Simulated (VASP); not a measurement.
# PbSe (P6_3/mmc) in VASP: settings compared

Aim: see how the results for PbSe move with the level of theory and the settings. Levels: r2SCAN, PBE. Tasks: single point.

Program: VASP 6.6.1. These are calculated values, not measurements. Logs are shortened: lines on timing, memory, paths and dates and some standing lists are left out, and cuts for length are marked.

### 1 The cell of the first run

The structure is hexagonal, space group P6_3/mmc (No. 194). The conventional cell has a = 4.357 Å, b = 4.357 Å, c = 7.703 Å, α = 90.00°, β = 90.00°, γ = 120.00°. Pb (site symmetry -3m) has 6 Se at 3.17 Å and 2 Pb at 3.85 Å within 4.2 Å. Se (site symmetry -6m2) has 6 Pb at 3.17 Å within 4.2 Å.

### 2 Single point, r2SCAN (volume changed by +6%)

Contents of POSCAR:

```
PbSe
1.0
    4.3573617662      0.0000000000      0.0000000000
   -2.1786808831      3.7735859831      0.0000000000
    0.0000000000      0.0000000000      7.7032035440
Pb Se
2 2
Direct
    0.0000000000      0.0000000000      0.0000000000
    0.0000000000      0.0000000000      0.5000000000
    0.3333333333      0.6666666667      0.2500000000
    0.6666666667      0.3333333333      0.7500000000
```

Contents of INCAR.step1:

```
PREC = Accurate
ENCUT = 520
ISMEAR = -1
SIGMA = 0.02
LREAL = False
LASPH = True
NELM = 80
NBANDS = 28
GGA = PE
ALGO = Normal
EDIFF = 1E-4
LWAVE = True
LCHARG = False
```

Contents of INCAR.step2:

```
PREC = Accurate
ENCUT = 520
EDIFF = 1E-6
ISMEAR = -1
SIGMA = 0.02
LREAL = False
LASPH = True
NELM = 80
ALGO = Normal
ISIF = 2
LWAVE = False
LCHARG = False
METAGGA = R2SCAN
LMIXTAU = True
NBANDS = 28
ISTART = 1
```

Contents of KPOINTS:

```
Automatic mesh
0
Gamma
  6 6 4
```

Potentials or basis: VASP PAW PBE potentials, release 64 (Pb_d, Se).

On the command line:

```sh
$ cat potpaw_PBE.64/Pb_d/POTCAR potpaw_PBE.64/Se/POTCAR > POTCAR
$ cp INCAR.step1 INCAR
$ mpirun -np 1 vasp_std > vasp.out
$ cp INCAR.step2 INCAR
$ mpirun -np 1 vasp_std > vasp.out
```

OUTCAR:

```text
PREC = Accurate
   ENCUT = 520
   EDIFF = 1E-6
   ISMEAR = -1
   LREAL = False
   LASPH = True
   NELM = 80
   ISIF = 2
   METAGGA = R2SCAN
   ISTART = 1

 ion  position               nearest neighbor table
   1  0.000  0.000  0.000-   3 3.17   4 3.17   4 3.17   3 3.17   4 3.17   3 3.17   2 3.85   2 3.85

   2  0.000  0.000  0.500-   3 3.17   4 3.17   4 3.17   3 3.17   4 3.17   3 3.17   1 3.85   1 3.85

   3  0.333  0.667  0.250-   1 3.17   2 3.17   1 3.17   2 3.17   1 3.17   2 3.17
   4  0.667  0.333  0.750-   1 3.17   2 3.17   1 3.17   2 3.17   1 3.17   2 3.17

  LATTYP: Found a hexagonal cell.
 ALAT       =     4.3573617662
 C/A-ratio  =     1.7678595346

  Lattice vectors:

 A1 = (   4.3573617662,   0.0000000000,   0.0000000000)
 A2 = (  -2.1786808831,   3.7735859831,   0.0000000000)
 A3 = (   0.0000000000,   0.0000000000,   7.7032035440)

Analysis of symmetry for initial positions (statically):
=====================================================================
 Subroutine PRICEL returns:
 Original cell was already a primitive cell.

 Routine SETGRP: Setting up the symmetry group for a
 hexagonal supercell.

 Subroutine GETGRP returns: Found 24 space group operations
 (whereof 12 operations were pure point group operations)
 out of a pool of 24 trial point group operations.

The static configuration has the point symmetry D_3d.
 The point group associated with its full space group is D_6h.

Analysis of symmetry for dynamics (positions and initial velocities):
=====================================================================
 Subroutine PRICEL returns:
 Original cell was already a primitive cell.

 Routine SETGRP: Setting up the symmetry group for a
 hexagonal supercell.

 Subroutine GETGRP returns: Found 24 space group operations
 (whereof 12 operations were pure point group operations)
 out of a pool of 24 trial point group operations.

The dynamic configuration has the point symmetry D_3d.
 The point group associated with its full space group is D_6h.

 Subroutine INISYM returns: Found 24 space group operations
 (whereof 12 operations are pure point group operations),
 and found     1 'primitive' translations

----------------------------------------------------------------------------------------

                                     Primitive cell

  volume of cell :     126.6628

  direct lattice vectors                    reciprocal lattice vectors
     4.357361766  0.000000000  0.000000000     0.229496666  0.132499962  0.000000000
    -2.178680883  3.773585983  0.000000000     0.000000000  0.264999924  0.000000000
     0.000000000  0.000000000  7.703203544     0.000000000  0.000000000  0.129816121

  length of vectors
     4.357361766  4.357361766  7.703203544     0.264999924  0.264999924  0.129816121

  position of ions in fractional coordinates (direct lattice)
     0.000000000  0.000000000  0.000000000
     0.000000000  0.000000000  0.500000000
     0.333333333  0.666666667  0.250000000
     0.666666667  0.333333333  0.750000000

  ion indices of the primitive-cell ions
   primitive index   ion index
                 1           1
                 2           2
                 3           3
                 4           4

----------------------------------------------------------------------------------------

 KPOINTS: Automatic mesh

Automatic generation of k-mesh.
 Grid dimensions read from file:
 generate k-points for:    6    6    4

 Generating k-lattice:

  Cartesian coordinates                     Fractional coordinates (reciprocal lattice)
     0.038249444  0.022083327  0.000000000     0.166666667  0.000000000  0.000000000
     0.000000000  0.044166654  0.000000000     0.000000000  0.166666667  0.000000000
     0.000000000  0.000000000  0.032454030     0.000000000  0.000000000  0.250000000

  Length of vectors
     0.044166654  0.044166654  0.032454030

  Shift w.r.t. Gamma in fractional coordinates (k-lattice)
     0.000000000  0.000000000  0.000000000

 Subroutine IBZKPT returns following result:
 ===========================================

 Found     21 irreducible k-points:

 Following reciprocal coordinates:
            Coordinates               Weight
  0.000000  0.000000  0.000000      1.000000
  0.166667  0.000000  0.000000      6.000000
  0.333333  0.000000  0.000000      6.000000
  0.500000  0.000000  0.000000      3.000000
  0.166667  0.166667  0.000000      6.000000
  0.333333  0.166667  0.000000     12.000000
[... 13 lines left out ...]
  0.333333  0.166667  0.500000     12.000000
  0.333333  0.333333  0.500000      2.000000
   k-points           NKPTS =     21   k-points in BZ     NKDIM =     21   number of bands    NBANDS=     28
   number of dos      NEDOS =    301   number of ions     NIONS =      4
   total plane-waves  NPLWV =  61440
   dimension x,y,z NGX =    32 NGY =   32 NGZ =   60
   dimension x,y,z NGXF=    64 NGYF=   64 NGZF=  120
   ions per type =               2   2
   NGX,Y,Z   is equivalent  to a cutoff of  12.21, 12.21, 12.95 a.u.
   NGXF,Y,Z  is equivalent  to a cutoff of  24.42, 24.42, 25.90 a.u.
 SYSTEM =  unknown system
   PREC   = accura    normal or accurate (medium, high low for compatibility)
   ISTART =      1    job   : 0-new  1-cont  2-samecut
   ICHARG =      0    charge: 1-file 2-atom 10-const
   ISPIN  =      1    spin polarized calculation?
   LNONCOLLINEAR =      F non collinear calculations
   LSORBIT =      F    spin-orbit coupling
   LASPH  =      T    aspherical Exc in radial PAW
   ENCUT  =  520.0 eV  38.22 Ry    6.18 a.u.   8.10  8.10 14.32*2*pi/ulx,y,z
   NELM   =     80;   NELMIN=  2; NELMDL=  0     # of ELM steps
   EDIFF  = 0.1E-05   stopping-criterion for ELM
   LREAL  =      F    real-space projection
   EDIFFG = 0.1E-04   stopping-criterion for IOM
   NSW    =      0    number of steps for IOM
   IBRION =     -1    ionic relax: 0-MD 1-quasi-New 2-CG
   NFREE  =      0    steps in history (QN), initial steepest desc. (CG)
   ISIF   =      2    stress and relaxation
   ISYM   =      2    0-nonsym 1-usesym 2-fastsym
   POTIM  = 0.5000    time-step for ionic-motion
   TEBEG  =    0.0;   TEEND  =   0.0 temperature during run
   PSTRESS=    0.0 pullay stress
   NELECT =      40.0000    total number of electrons
   NUPDOWN=      -1.0000    fix difference up-down
   EMIN   =  10.00;   EMAX   =-10.00  energy-range for DOS
   EFERMI =   0.00;   METHOD = LEGACY
   ISMEAR =    -1;   SIGMA  =   0.02  broadening in eV -4-tet -1-fermi 0-gaus
   EFERMI_NEDOS =   21; number of points for ismear=-14 and -15
   IALGO  =     38    algorithm
   IMIX   =      4    mixing-type and parameters
     AMIX     =   0.40;   BMIX     =  1.00
     AMIX_MAG =   1.60;   BMIX_MAG =  1.00
  volume/ion in A,a.u.               =      31.67       213.69
  Fermi-wavevector in a.u.,A,eV,Ry     =   1.114838  2.106738 16.910187  1.242864
  Thomas-Fermi vector in A             =   2.251437
   LORBIT       =      0    0 simple, 1 ext, 2 COOP (PROOUT), +10 PAW based schemes
   METAGGA = R2SCAN    functional components
   LHFCALC =     F    Hartree Fock is set to
   AEXX    =    0.0000 exact exchange contribution
   IVDW    =     0    specifies the selected vdW correction
   LEPSILON=     F    determine dielectric tensor
   LRPA    =     F    only Hartree local field effects (RPA)
 non-spin polarized calculation
  energy-cutoff  :      520.00
  volume of cell :      126.66
 maximum number of plane-waves:      3430
   NGX = 17   NGY = 17   NGZ = 29

 number of electron      39.9999996 magnetization

 Free energy of the ion-electron system (eV)
  ---------------------------------------------------
  ext. energy  EPLUGINS =         0.00000000
  ---------------------------------------------------
  free energy    TOTEN  =      -143.59828101 eV

  energy without entropy =     -143.59827931  energy(sigma->0) =     -143.59828016

 E-fermi :   4.2633     XC(G=0):  -9.5688

 val. band max:        4.1023401282   @ k =   0.0000   0.0000   0.0000
 cond. band min:       4.4251946401   @ k =   0.0000   0.0000   0.0000
 fundamental gap:      0.3228545119
 Fermi energy:         4.2632547825

 k-point     1 :       0.0000    0.0000    0.0000
  band No.  band energies     occupation
      1     -13.7006      2.00000
      2     -13.6619      2.00000
      3     -13.6619      2.00000
      4     -13.6516      2.00000
      5     -13.6516      2.00000
      6     -13.6426      2.00000
[... 20 lines left out ...]
     27       9.8497      0.00000
     28      11.3819      0.00000

 k-point     2 :       0.1667    0.0000    0.0000
  band No.  band energies     occupation
      1     -13.6971      2.00000
      2     -13.6749      2.00000
      3     -13.6555      2.00000
      4     -13.6534      2.00000
      5     -13.6484      2.00000
      6     -13.6439      2.00000
[... 20 lines left out ...]
     27       9.9189      0.00000
     28      10.6945      0.00000

 k-point     3 :       0.3333    0.0000    0.0000
  band No.  band energies     occupation
      1     -13.7087      2.00000
      2     -13.6895      2.00000
      3     -13.6585      2.00000
      4     -13.6526      2.00000
      5     -13.6520      2.00000
      6     -13.6318      2.00000
[... 20 lines left out ...]
     27       9.4498      0.00000
     28      12.1400      0.00000

 k-point     4 :       0.5000    0.0000    0.0000
  band No.  band energies     occupation
      1     -13.7250      2.00000
      2     -13.6873      2.00000
      3     -13.6616      2.00000
      4     -13.6536      2.00000
      5     -13.6524      2.00000
      6     -13.6239      2.00000
[... 485 lines left out ...]
     27      10.4597      0.00000
     28      10.4597      0.00000

 k-point    20 :       0.3333    0.1667    0.5000
  band No.  band energies     occupation
      1     -13.6791      2.00000
      2     -13.6791      2.00000
      3     -13.6445      2.00000
      4     -13.6445      2.00000
      5     -13.6383      2.00000
      6     -13.6383      2.00000
[... 20 lines left out ...]
     27      10.9224      0.00000
     28      10.9224      0.00000

 k-point    21 :       0.3333    0.3333    0.5000
  band No.  band energies     occupation
      1     -13.6740      2.00000
      2     -13.6740      2.00000
      3     -13.6462      2.00000
      4     -13.6462      2.00000
      5     -13.6350      2.00000
      6     -13.6350      2.00000
[... 20 lines left out ...]
     27      11.5770      0.00000
     28      11.5770      0.00000

------------------------ aborting loop because EDIFF is reached ----------------------------------------

  FORCE on cell =-STRESS in cart. coord.  units (eV):
  Direction    XX          YY          ZZ          XY          YZ          ZX
  --------------------------------------------------------------------------------------
  -------------------------------------------------------------------------------------
  Total       -1.9180436     -1.9180436     -2.3742894      0.0000000      0.0000000      0.0000000
  in kB      -24.2616216    -24.2616216    -30.0327423      0.0000000      0.0000000      0.0000000
  external PRESSURE =     -26.1853285 kB  Pullay stress =       0.0000000 kB

 VOLUME and BASIS-vectors are now :
 -----------------------------------------------------------------------------
  energy-cutoff  :      520.00
  volume of cell :      126.66
      direct lattice vectors                 reciprocal lattice vectors
     4.357361766  0.000000000  0.000000000     0.229496666  0.132499962  0.000000000
    -2.178680883  3.773585983  0.000000000     0.000000000  0.264999924  0.000000000
     0.000000000  0.000000000  7.703203544     0.000000000  0.000000000  0.129816121

 POSITION                                       TOTAL-FORCE (eV/Angst)
 -----------------------------------------------------------------------------------
      0.00000      0.00000      0.00000        -0.000000      0.000000     -0.000000
      0.00000      0.00000      3.85160        -0.000000      0.000000     -0.000000
     -0.00000      2.51572      1.92580        -0.000000     -0.000000      0.000000
      2.17868      1.25786      5.77740         0.000000      0.000000      0.000000
 -----------------------------------------------------------------------------------
    total drift:                                0.000000     -0.000000      0.000000

  FREE ENERGIE OF THE ION-ELECTRON SYSTEM (eV)
  ---------------------------------------------------
  free  energy   TOTEN  =      -143.5982810063 eV

  energy  without entropy=     -143.5982793143  energy(sigma->0) =     -143.59828016
```

Run time: 96 s. Hardware: 1 thread of Intel Xeon 6975P-C (Granite Rapids), shared host; peak memory 0.28 GiB.

What came out:

```
Free energy            : -143.5983 eV
Pressure               : -2.6 GPa
Band gap on the k mesh : 0.32 eV, direct
```

Caveat: the PAW data sets were made with another functional, which shifts forces and pressure a little; spin-orbit coupling is left out, which moves the levels of the heavy elements. A k mesh can miss the band edges.

(Part 1 of 2 ends here.)
